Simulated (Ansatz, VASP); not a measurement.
**Two plane-wave programs on AlO6**

Contents of INCAR:

```
ALGO = Normal
EDIFF = 1E-7
EDIFFG = -0.08
ENCUT = 600
GGA = PE
IBRION = 2
ISIF = 3
ISMEAR = 0
LASPH = T
LCHARG = F
LREAL = F
LWAVE = F
NELM = 100
NSW = 36
PREC = Accurate
SIGMA = 0.2
```

Contents of KPOINTS:

```
k-points
0
Gamma
  4 4 4
```

The input POSCAR:

```
AlO6
1.0
    2.4000000000      1.3856406500      3.4233333300
   -2.4000000000      1.3856406500      3.4233333300
    0.0000000000     -2.7712812900      3.4233333300
Al O
1 6
Direct
    0.0000000000      0.0000000000      0.0000000000
    0.0814000000      0.5243000000      0.0814000000
    0.9186000000      0.4757000000      0.9186000000
    0.5243000000      0.0814000000      0.0814000000
    0.4757000000      0.9186000000      0.9186000000
    0.0814000000      0.0814000000      0.5243000000
    0.9186000000      0.9186000000      0.4757000000
```

Input for Ansatz:

```yaml
crystal:
  lattice:
    - [2.4, 1.38564065, 3.42333333]
    - [-2.4, 1.38564065, 3.42333333]
    - [0.0, -2.77128129, 3.42333333]
  atoms:
    - { symbol: Al, position: [0.0, 0.0, 0.0] }
    - { symbol: O, position: [0.0814, 0.5243, 0.0814] }
    - { symbol: O, position: [0.9186, 0.4757, 0.9186] }
    - { symbol: O, position: [0.5243, 0.0814, 0.0814] }
    - { symbol: O, position: [0.4757, 0.9186, 0.9186] }
    - { symbol: O, position: [0.0814, 0.0814, 0.5243] }
    - { symbol: O, position: [0.9186, 0.9186, 0.4757] }
basis:
  ecutwfc: 420
kpoints:
  mp_grid: { grid: [4, 4, 4] }
hamiltonian:
  xc: pbe
scf:
  occupations: { method: gaussian, width: 0.2 }
  lower_state_search: "off"
output:
  forces: true
  stress: true
  eigenvalues: true
relax:
  adjacent_minimum: "off"
  f_tol: 0.08
  max_steps: 16
  cell: { stress_tol: 0.8 }
```

Alike in both runs: task relaxation of cell and atoms; functional PBE; k mesh 4 × 4 × 4; occupations gaussian, width 0.2 eV; no spin polarisation.

|  | VASP | Ansatz |
| --- | --- | --- |
| version | VASP 6.6.1 | Ansatz 0.2.0 |
| potentials or method | VASP PAW PBE potentials, release 64 (Al, O), cutoff 600 eV | scalar-relativistic, plane waves, PAW |
| valence electrons in the cell | 39 | 39 |

```tsv
	VASP	Ansatz	Ansatz less VASP
gap on the k mesh at the Fermi level, each at its own relaxed structure (eV)	none	none	-
relaxed volume (Å³/atom)	12.19	12.05	-0.139
relaxed cell length with the largest relative difference (Å)	4.620	4.615	-0.0052
```

A gap of «none» marks a metal or a gap that the smearing closes.

The k mesh is coarse, so the values compare programs but aren't converged. Noted on VASP's run: the volume moved by over 15 % at a fixed basis, so the end points are rough.
